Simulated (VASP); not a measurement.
# Ga2PdS3 (P6/mmm) in VASP: single point with PBE

Aim: the single point of Ga2PdS3 with PBE.

Everything below comes from runs of VASP 6.6.1. Logs are shortened: lines on timing, memory, paths and dates and some standing lists are left out, and cuts for length are marked.

### 1 The cell of the first run

The structure is hexagonal, space group P6/mmm (No. 191). The conventional cell has a = 6.305 Å, b = 6.305 Å, c = 3.479 Å, α = 90.00°, β = 90.00°, γ = 120.00°. Within 3.3 Å of Ga (site symmetry -6m2) lie 6 S at 2.52 Å. Within 4.6 Å of Pd (site symmetry 6/mmm) lie 2 Pd at 3.48 Å and 12 S at 3.60 Å and 6 Ga at 3.64 Å. S (site symmetry mmm) has 4 Ga at 2.52 Å and 4 S at 3.15 Å within 3.3 Å.

### 2 Single point, PBE, collinear spin, ferromagnetic start

Input file INCAR:

```
SYSTEM = Ga2PdS3
  PREC = Accurate
  ENCUT = 500
  EDIFF = 1E-6
  ISMEAR = 0
  SIGMA = 0.1
  LREAL = .FALSE.
  LASPH = .TRUE.
  NELM = 200
  ALGO = Normal
  ISIF = 2
  LWAVE = .FALSE.
  LCHARG = .FALSE.
  ISPIN = 2
  MAGMOM = 0 0 1 0 0 0
  LORBIT = 11
  LMAXMIX = 4
  GGA = PE
  NBANDS = 40
  GGA_COMPAT = .FALSE.
```

Input file KPOINTS:

```
Automatic mesh
0
G
  3 3 6
  0 0 0
```

Input file POSCAR:

```
Ga2PdS3
1.0
    6.3046238500      0.0000000000      0.0000000000
   -3.1523119200      5.4599644100      0.0000000000
    0.0000000000      0.0000000000      3.4792481700
Ga Pd S
2 1 3
Direct
    0.3333333300      0.6666666700      0.0000000000
    0.6666666700      0.3333333300      0.0000000000
    0.0000000000      0.0000000000      0.0000000000
    0.5000000000      0.0000000000      0.5000000000
    0.5000000000      0.5000000000      0.5000000000
    0.0000000000      0.5000000000      0.5000000000
```

Potentials or basis: VASP PAW PBE potentials, release 64 (Ga_d, Pd, S).

Command:

```
> cat potpaw_PBE.64/Ga_d/POTCAR potpaw_PBE.64/Pd/POTCAR potpaw_PBE.64/S/POTCAR > POTCAR
> mpirun -np 1 vasp_std > vasp.out
```

OUTCAR:

```text
SYSTEM = Ga2PdS3
   PREC = Accurate
   ENCUT = 500
   EDIFF = 1E-6
   ISMEAR = 0
   LREAL = .FALSE.
   LASPH = .TRUE.
   NELM = 200
   ISIF = 2
   ISPIN = 2
   LORBIT = 11
   GGA = PE

 ion  position               nearest neighbor table
   1  0.333  0.667  0.000-   4 2.52   4 2.52   6 2.52   6 2.52   5 2.52   5 2.52
   2  0.667  0.333  0.000-   4 2.52   4 2.52   6 2.52   6 2.52   5 2.52   5 2.52
   3  0.000  0.000  0.000-
   4  0.500  0.000  0.500-   1 2.52   2 2.52   1 2.52   2 2.52
   5  0.500  0.500  0.500-   1 2.52   2 2.52   1 2.52   2 2.52
   6  0.000  0.500  0.500-   1 2.52   2 2.52   1 2.52   2 2.52

  LATTYP: Found a hexagonal cell.
 ALAT       =     6.3046238500
 C/A-ratio  =     0.5518565822

  Lattice vectors:

 A1 = (   6.3046238500,   0.0000000000,   0.0000000000)
 A2 = (  -3.1523119200,   5.4599644100,   0.0000000000)
 A3 = (   0.0000000000,   0.0000000000,   3.4792481700)

Analysis of symmetry for initial positions (statically):
=====================================================================
 Subroutine PRICEL returns:
 Original cell was already a primitive cell.

 Routine SETGRP: Setting up the symmetry group for a
 hexagonal supercell.

 Subroutine GETGRP returns: Found 24 space group operations
 (whereof 24 operations were pure point group operations)
 out of a pool of 24 trial point group operations.

The static configuration has the point symmetry D_6h.

Analysis of symmetry for dynamics (positions and initial velocities):
=====================================================================
 Subroutine PRICEL returns:
 Original cell was already a primitive cell.

 Routine SETGRP: Setting up the symmetry group for a
 hexagonal supercell.

 Subroutine GETGRP returns: Found 24 space group operations
 (whereof 24 operations were pure point group operations)
 out of a pool of 24 trial point group operations.

The dynamic configuration has the point symmetry D_6h.

Analysis of structural, dynamic, and magnetic symmetry:
=====================================================================
 Subroutine PRICEL returns:
 Original cell was already a primitive cell.

 Routine SETGRP: Setting up the symmetry group for a
 hexagonal supercell.

 Subroutine GETGRP returns: Found 24 space group operations
 (whereof 24 operations were pure point group operations)
 out of a pool of 24 trial point group operations.

The overall configuration has the point symmetry D_6h.

[... 125 lines left out ...]
 Gauss-broadening in eV      SIGMA  =   0.10
  energy-cutoff  :      500.00
  volume of cell :      119.77
 maximum number of plane-waves:      3072
 NGX is ok and might be reduce to    48
   NGX = 23   NGY = 23   NGZ = 13

 number of electron      54.0000000 magnetization       0.6363796

 Free energy of the ion-electron system (eV)
  ---------------------------------------------------
  ext. energy  EPLUGINS =         0.00000000
  ---------------------------------------------------
  free energy    TOTEN  =       -21.71110723 eV

  energy without entropy =      -21.69080120  energy(sigma->0) =      -21.70095422

 E-fermi :   4.8532     XC(G=0): -10.2194

 val. band max:        4.8497191374   @ k =   0.0000   0.0000   0.3333
 cond. band min:       4.8537807203   @ k =   0.0000   0.0000   0.1667
 fundamental gap:      0.0040615829
 Fermi energy:         4.8532210651

 spin component 1

 k-point     1 :       0.0000    0.0000    0.0000
  band No.  band energies     occupation
      1     -10.3263      1.00000
      2     -10.2039      1.00000
      3     -10.2039      1.00000
      4     -10.1433      1.00000
      5     -10.1274      1.00000
      6     -10.1274      1.00000
[... 493 lines left out ...]
     38      13.9864      0.00000
     39      13.9864      0.00000
 Fermi energy:         4.8532210651

 spin component 2

 k-point     1 :       0.0000    0.0000    0.0000
  band No.  band energies     occupation
      1     -10.2969      1.00000
      2     -10.1999      1.00000
      3     -10.1999      1.00000
      4     -10.1439      1.00000
      5     -10.1275      1.00000
      6     -10.1275      1.00000
[... 493 lines left out ...]
     38      14.0054      0.00000
     39      14.0054      0.00000
 [bands above 39 left out]

------------------------ aborting loop because EDIFF is reached ----------------------------------------

  FORCE on cell =-STRESS in cart. coord.  units (eV):
  Direction    XX          YY          ZZ          XY          YZ          ZX
  --------------------------------------------------------------------------------------
  -------------------------------------------------------------------------------------
  Total        2.2658255      2.2658255     -6.1395671      0.0000000      0.0000000      0.0000000
  in kB       30.3111665     30.3111665    -82.1322903      0.0000000      0.0000000      0.0000000
  external PRESSURE =      -7.1699858 kB  Pullay stress =       0.0000000 kB

 VOLUME and BASIS-vectors are now :
 -----------------------------------------------------------------------------
  energy-cutoff  :      500.00
  volume of cell :      119.77
      direct lattice vectors                 reciprocal lattice vectors
     6.304623850  0.000000000  0.000000000     0.158613745  0.091575688  0.000000000
    -3.152311920  5.459964410  0.000000000     0.000000000  0.183151377  0.000000000
     0.000000000  0.000000000  3.479248170     0.000000000  0.000000000  0.287418417

 POSITION                                       TOTAL-FORCE (eV/Angst)
 -----------------------------------------------------------------------------------
     -0.00000      3.63998      0.00000         0.000000     -0.000000      0.000000
      3.15231      1.81999      0.00000        -0.000000      0.000000      0.000000
      0.00000      0.00000      0.00000        -0.000000      0.000000      0.000000
      3.15231      0.00000      1.73962        -0.000000      0.000000      0.000000
      1.57616      2.72998      1.73962        -0.000000      0.000000      0.000000
     -1.57616      2.72998      1.73962        -0.000000      0.000000      0.000000
 -----------------------------------------------------------------------------------
    total drift:                               -0.000000      0.000000     -0.000000

  FREE ENERGIE OF THE ION-ELECTRON SYSTEM (eV)
  ---------------------------------------------------
  free  energy   TOTEN  =       -21.7111072339 eV

  energy  without entropy=      -21.6908012008  energy(sigma->0) =      -21.70095422

 total charge

# of ion       s       p       d       tot
------------------------------------------
    1        0.874   0.566  10.031  11.471
    2        0.874   0.566  10.031  11.471
    3        0.118   0.056   8.780   8.954
    4        1.366   2.302   0.000   3.668
    5        1.366   2.302   0.000   3.668
    6        1.366   2.302   0.000   3.668
--------------------------------------------------
tot          5.965   8.094  28.841  42.901

 magnetization (x)

# of ion       s       p       d       tot
------------------------------------------
    1       -0.002  -0.003   0.001  -0.004
    2       -0.002  -0.003   0.001  -0.004
    3       -0.003  -0.002   0.176   0.171
    4        0.003   0.111   0.000   0.115
    5        0.003   0.111   0.000   0.115
    6        0.003   0.111   0.000   0.115
--------------------------------------------------
tot          0.003   0.326   0.177   0.507
```

Run time: 3.8 min. Hardware: 1 thread of Intel Xeon 8259CL, shared host; peak memory 0.33 GiB.

Results:

```
Free energy                                           : -21.7111 eV
Pressure                                              : -0.7 GPa
Net moment                                            : 0.64 μB per cell
Site moments                                          : Ga -0.00; Pd +0.17; S +0.12 μB
Valence electrons inside the program's atomic spheres : Ga 11.47; Pd 8.95; S 3.67
```

Caveat: the k points lie up to 0.38 Å⁻¹ apart.
